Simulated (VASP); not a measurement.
# CdS (P6_3mc) in VASP: a series of runs

CdS is run at these levels: PBE; tasks: single point, relaxation of cell and atoms.

All numbers are computed with VASP 6.6.1; they aren't measurements. Logs are shortened: lines on timing, memory, paths and dates and some standing lists are left out, and cuts for length are marked.

### 1 The cell of the first run

Symmetry: P6_3mc, No. 186, hexagonal system. The conventional cell has a = 4.196 Å, b = 4.196 Å, c = 6.829 Å, α = 90.00°, β = 90.00°, γ = 120.00°. Within 3.4 Å of Cd (site symmetry 3m) lie 4 S at 2.57 Å. Within 3.4 Å of S (site symmetry 3m) lie 4 Cd at 2.57 Å.

### 2 Single point, PBE

INCAR reads:

```
SYSTEM = CdS
  PREC = Accurate
  ENCUT = 520
  EDIFF = 1E-6
  ISMEAR = 0
  SIGMA = 0.02
  LREAL = .FALSE.
  LASPH = .TRUE.
  NELM = 80
  ALGO = Normal
  ISIF = 2
  LWAVE = .FALSE.
  LCHARG = .FALSE.
  GGA = PE
  NBANDS = 26
```

KPOINTS reads:

```
regular mesh
0
G
  9 9 4
  0 0 0
```

POSCAR reads:

```
CdS
1.0
    4.1964359620      0.0000000000      0.0000000000
   -2.0982179810      3.6342201485      0.0000000000
    0.0000000000      0.0000000000      6.8291483548
Cd S
2 2
Direct
    0.6666666667      0.3333333333      0.5002281162
    0.3333333333      0.6666666667      0.0002281162
    0.6666666667      0.3333333333      0.8767718838
    0.3333333333      0.6666666667      0.3767718838
```

Potentials or basis: VASP PAW PBE potentials, release 64 (Cd, S).

Started as:

```sh
$ cat potpaw_PBE.64/Cd/POTCAR potpaw_PBE.64/S/POTCAR > POTCAR
$ mpirun -np 1 vasp_std > vasp.out
```

OUTCAR:

```text
SYSTEM = CdS
   PREC = Accurate
   ENCUT = 520
   EDIFF = 1E-6
   ISMEAR = 0
   LREAL = .FALSE.
   LASPH = .TRUE.
   NELM = 80
   ISIF = 2
   GGA = PE

 ion  position               nearest neighbor table
   1  0.667  0.333  0.500-   4 2.57   4 2.57   4 2.57   3 2.57
   2  0.333  0.667  0.000-   3 2.57   3 2.57   3 2.57   4 2.57
   3  0.667  0.333  0.877-   2 2.57   2 2.57   2 2.57   1 2.57
   4  0.333  0.667  0.377-   1 2.57   1 2.57   1 2.57   2 2.57

  LATTYP: Found a hexagonal cell.
 ALAT       =     4.1964359620
 C/A-ratio  =     1.6273686568

  Lattice vectors:

 A1 = (   4.1964359620,   0.0000000000,   0.0000000000)
 A2 = (  -2.0982179810,   3.6342201485,   0.0000000000)
 A3 = (   0.0000000000,   0.0000000000,   6.8291483548)

Analysis of symmetry for initial positions (statically):
=====================================================================
 Subroutine PRICEL returns:
 Original cell was already a primitive cell.

 Routine SETGRP: Setting up the symmetry group for a
 hexagonal supercell.

 Subroutine GETGRP returns: Found 12 space group operations
 (whereof  6 operations were pure point group operations)
 out of a pool of 24 trial point group operations.

The static configuration has the point symmetry C_3v.
 The point group associated with its full space group is C_6v.

Analysis of symmetry for dynamics (positions and initial velocities):
=====================================================================
 Subroutine PRICEL returns:
 Original cell was already a primitive cell.

 Routine SETGRP: Setting up the symmetry group for a
 hexagonal supercell.

 Subroutine GETGRP returns: Found 12 space group operations
 (whereof  6 operations were pure point group operations)
 out of a pool of 24 trial point group operations.

The dynamic configuration has the point symmetry C_3v.
 The point group associated with its full space group is C_6v.

 Subroutine INISYM returns: Found 12 space group operations
 (whereof  6 operations are pure point group operations),
 and found     1 'primitive' translations

----------------------------------------------------------------------------------------

                                     Primitive cell
[... 90 lines left out ...]
   LNONCOLLINEAR =      F non collinear calculations
   LSORBIT =      F    spin-orbit coupling
   LASPH  =      T    aspherical Exc in radial PAW
   ENCUT  =  520.0 eV  38.22 Ry    6.18 a.u.   7.80  7.80 12.70*2*pi/ulx,y,z
   NELM   =     80;   NELMIN=  2; NELMDL= -5     # of ELM steps
   EDIFF  = 0.1E-05   stopping-criterion for ELM
   LREAL  =      F    real-space projection
   EDIFFG = 0.1E-04   stopping-criterion for IOM
   NSW    =      0    number of steps for IOM
   IBRION =     -1    ionic relax: 0-MD 1-quasi-New 2-CG
   NFREE  =      0    steps in history (QN), initial steepest desc. (CG)
   ISIF   =      2    stress and relaxation
   ISYM   =      2    0-nonsym 1-usesym 2-fastsym
   POTIM  = 0.5000    time-step for ionic-motion
   TEBEG  =    0.0;   TEEND  =   0.0 temperature during run
   PSTRESS=    0.0 pullay stress
   NELECT =      36.0000    total number of electrons
   NUPDOWN=      -1.0000    fix difference up-down
   EMIN   =  10.00;   EMAX   =-10.00  energy-range for DOS
   EFERMI =   0.00;   METHOD = LEGACY
   ISMEAR =     0;   SIGMA  =   0.02  broadening in eV -4-tet -1-fermi 0-gaus
   EFERMI_NEDOS =   21; number of points for ismear=-14 and -15
   IALGO  =     38    algorithm
   IMIX   =      4    mixing-type and parameters
     AMIX     =   0.40;   BMIX     =  1.00
     AMIX_MAG =   1.60;   BMIX_MAG =  1.00
  volume/ion in A,a.u.               =      26.04       175.71
  Fermi-wavevector in a.u.,A,eV,Ry     =   1.148919  2.171143 17.959903  1.320016
  Thomas-Fermi vector in A             =   2.285592
   LORBIT       =      0    0 simple, 1 ext, 2 COOP (PROOUT), +10 PAW based schemes
   GGA     = PE    functional components
   LHFCALC =     F    Hartree Fock is set to
   AEXX    =    0.0000 exact exchange contribution
   IVDW    =     0    specifies the selected vdW correction
   LEPSILON=     F    determine dielectric tensor
   LRPA    =     F    only Hartree local field effects (RPA)
 non-spin polarized calculation
 Gauss-broadening in eV      SIGMA  =   0.02
  energy-cutoff  :      520.00
  volume of cell :      104.15
 maximum number of plane-waves:      2838
 NGX is ok and might be reduce to    32
   NGX = 15   NGY = 15   NGZ = 25

 number of electron      36.0000000 magnetization

 Free energy of the ion-electron system (eV)
  ---------------------------------------------------
  ext. energy  EPLUGINS =         0.00000000
  ---------------------------------------------------
  free energy    TOTEN  =       -12.29950313 eV

  energy without entropy =      -12.29950313  energy(sigma->0) =      -12.29950313

 E-fermi :   1.0080     XC(G=0):  -8.9193

 val. band max:        0.9112665007   @ k =   0.0000   0.0000   0.0000
 cond. band min:       2.0244121333   @ k =   0.0000   0.0000   0.0000
 fundamental gap:      1.1131456326
 Fermi energy:         1.0079579201

 k-point     1 :       0.0000    0.0000    0.0000
  band No.  band energies     occupation
      1     -11.1770      2.00000
      2     -10.7895      2.00000
      3      -6.6368      2.00000
      4      -6.6310      2.00000
      5      -6.6310      2.00000
      6      -6.5567      2.00000
[... 685 lines left out ...]
     25      10.1686      0.00000
     26      10.1829      0.00000

 [... further k-points ...]

------------------------ aborting loop because EDIFF is reached ----------------------------------------

  FORCE on cell =-STRESS in cart. coord.  units (eV):
  Direction    XX          YY          ZZ          XY          YZ          ZX
  --------------------------------------------------------------------------------------
  -------------------------------------------------------------------------------------
  Total        0.1839332      0.1839332      0.1855534      0.0000000      0.0000000      0.0000000
  in kB        2.8295168      2.8295168      2.8544418      0.0000000      0.0000000      0.0000000
  external PRESSURE =       2.8378251 kB  Pullay stress =       0.0000000 kB

 VOLUME and BASIS-vectors are now :
 -----------------------------------------------------------------------------
  energy-cutoff  :      520.00
  volume of cell :      104.15
      direct lattice vectors                 reciprocal lattice vectors
     4.196435962  0.000000000  0.000000000     0.238297453  0.137581098  0.000000000
    -2.098217981  3.634220148  0.000000000     0.000000000  0.275162197  0.000000000
     0.000000000  0.000000000  6.829148355     0.000000000  0.000000000  0.146431143

 POSITION                                       TOTAL-FORCE (eV/Angst)
 -----------------------------------------------------------------------------------
      2.09822      1.21141      3.41613        -0.000000     -0.000000     -0.000100
     -0.00000      2.42281      0.00156         0.000000      0.000000     -0.000100
      2.09822      1.21141      5.98761         0.000000     -0.000000      0.000100
     -0.00000      2.42281      2.57303        -0.000000      0.000000      0.000100
 -----------------------------------------------------------------------------------
    total drift:                               -0.000000     -0.000000     -0.000306

  FREE ENERGIE OF THE ION-ELECTRON SYSTEM (eV)
  ---------------------------------------------------
  free  energy   TOTEN  =       -12.2995031343 eV

  energy  without entropy=      -12.2995031343  energy(sigma->0) =      -12.29950313
```

OSZICAR:

```text
N       E                     dE             d eps       ncg     rms          rms(c)
DAV:   1     0.246929436148E+03    0.24693E+03   -0.17506E+04  1872   0.127E+03
DAV:   2     0.754840810688E+00   -0.24617E+03   -0.23731E+03  2042   0.317E+02
DAV:   3    -0.132485324407E+02   -0.14003E+02   -0.13908E+02  2248   0.752E+01
DAV:   4    -0.133989669850E+02   -0.15043E+00   -0.15029E+00  2116   0.754E+00
DAV:   5    -0.134012513514E+02   -0.22844E-02   -0.22842E-02  2234   0.930E-01    0.104E+01
DAV:   6    -0.123202685496E+02    0.10810E+01   -0.19482E+00  2450   0.138E+01    0.832E+00
DAV:   7    -0.123018448475E+02    0.18424E-01   -0.66674E-01  1932   0.433E+00    0.396E+00
DAV:   8    -0.123004710944E+02    0.13738E-02   -0.73776E-02  2034   0.265E+00    0.473E-01
DAV:   9    -0.122990438582E+02    0.14272E-02   -0.13135E-02  2098   0.137E+00    0.134E-01
DAV:  10    -0.122993452750E+02   -0.30142E-03   -0.11734E-03  2004   0.316E-01    0.120E-01
DAV:  11    -0.122995100229E+02   -0.16475E-03   -0.26305E-04  2064   0.108E-01    0.804E-02
DAV:  12    -0.122995017156E+02    0.83073E-05   -0.13008E-04  1980   0.807E-02    0.148E-02
DAV:  13    -0.122995022644E+02   -0.54878E-06   -0.17055E-05  2186   0.268E-02    0.896E-03
DAV:  14    -0.122995031343E+02   -0.86994E-06   -0.22050E-06  1646   0.120E-02
   1 F= -.12299503E+02 E0= -.12299503E+02  d E =-.492185E-14
```

stdout:

```text
POSCAR found type information on POSCAR CdS
 POSCAR found :  2 types and       4 ions
 scaLAPACK will be used
 LDA part: xc-table for (Slater+PW92), standard interpolation
 POSCAR, INCAR and KPOINTS ok, starting setup
 FFT: planning ... GRIDC
 FFT: planning ... GRID_SOFT
 FFT: planning ... GRID
 WAVECAR not read
 entering main loop
```

Wall time 1.8 min (1 thread of Intel Xeon 8259CL, shared host); peak memory 0.26 GiB.

Results:

* Free energy: -12.2995 eV
* Pressure: 0.3 GPa
* Band gap on the k mesh: 1.11 eV

### 3 Relaxation of cell and atoms, PBE

This run uses another cell than the first one, of 25.51 Å³/atom.

INCAR reads:

```
SYSTEM = CdS
PREC = Accurate ; ENCUT = 600
EDIFF = 1E-6 ; ISMEAR = 0
SIGMA = 0.02 ; LREAL = .False.
LASPH = .True. ; NELM = 80
ALGO = Normal ; ISIF = 3
LWAVE = .False. ; LCHARG = .False.
GGA = PE ; IBRION = 2
NSW = 100 ; EDIFFG = -0.002
```

KPOINTS reads:

```
Automatic mesh
0
Gamma
  9 9 4
  0 0 0
```

POSCAR reads:

```
CdS
1.0
    4.1688381000      0.0000000000      0.0000000000
   -2.0844190500      3.6103197000      0.0000000000
    0.0000000000      0.0000000000      6.7796174100
Cd S
2 2
Direct
    0.6666666700      0.3333333300      0.5002243700
    0.3333333300      0.6666666700      0.0002243700
    0.6666666700      0.3333333300      0.8767756300
    0.3333333300      0.6666666700      0.3767756300
```

Potentials or basis: VASP PAW PBE potentials, release 64 (Cd, S).

Started as:

```sh
$ cat potpaw_PBE.64/Cd/POTCAR potpaw_PBE.64/S/POTCAR > POTCAR
$ mpirun -np 1 vasp_std > vasp.out
```

Run time: 7.5 min. Hardware: 1 thread of Intel Xeon 8259CL, shared host; peak memory 0.31 GiB.

The run converged. Its results:

```yaml
Free_energy: -12.2989 eV
Relaxed_volume: 26.16 Å³/atom
Relaxed_cell: a = 4.203 Å, b = 4.203 Å, c = 6.840 Å, α = 90.00°, β = 90.00°, γ = 120.00°
Space_group_after_relaxing_to_0.1_Å: P6_3mc (No. 186)
Energy_gained_by_relaxing: 2.8 meV/atom
Ionic_steps: 11
Pressure_after_relaxing: 0.0 GPa
Band_gap_on_the_k_mesh: 1.10 eV
```

The path:
```csv
step,energy change (eV),largest force (eV/Å),pressure (GPa),volume (Å³)
1,0.0000,0.0036,1.42,102.04
2,-0.0104,0.0003,-0.39,105.43
3,-0.0114,0.0009,-0.01,104.65
4,-0.0114,0.0010,0.03,104.60
5,-0.0114,0.0004,0.03,104.60
6,-0.0114,0.0016,0.03,104.60
7,-0.0114,0.0009,0.03,104.60
8,-0.0114,0.0011,0.03,104.62
9,-0.0114,0.0017,0.00,104.65
10,-0.0114,0.0018,0.00,104.65
11,-0.0114,0.0017,0.00,104.64
```

Final structure:
```
CELL_PARAMETERS angstrom
4.20288 0.00000 0.00000
-2.10144 3.63980 0.00000
0.00000 0.00000 6.84026
ATOMIC_POSITIONS crystal
Cd 0.66667 0.33333 0.50020
Cd 0.33333 0.66667 0.00020
S 0.66667 0.33333 0.87680
S 0.33333 0.66667 0.37680
```

Levels at points of the mesh, in eV from the valence-band top:
```csv
k point,band 15,band 16,band 17,band 18,band 19,band 20,band 21,band 22
"(0.00, 0.00, 0.00)",-0.69,-0.04,0.00,0.00,1.10,2.73,6.48,6.48
"(0.00, 0.00, 0.50)",-0.36,-0.36,-0.36,-0.36,2.75,2.75,6.13,6.13
```

[end of part 1 of 2]
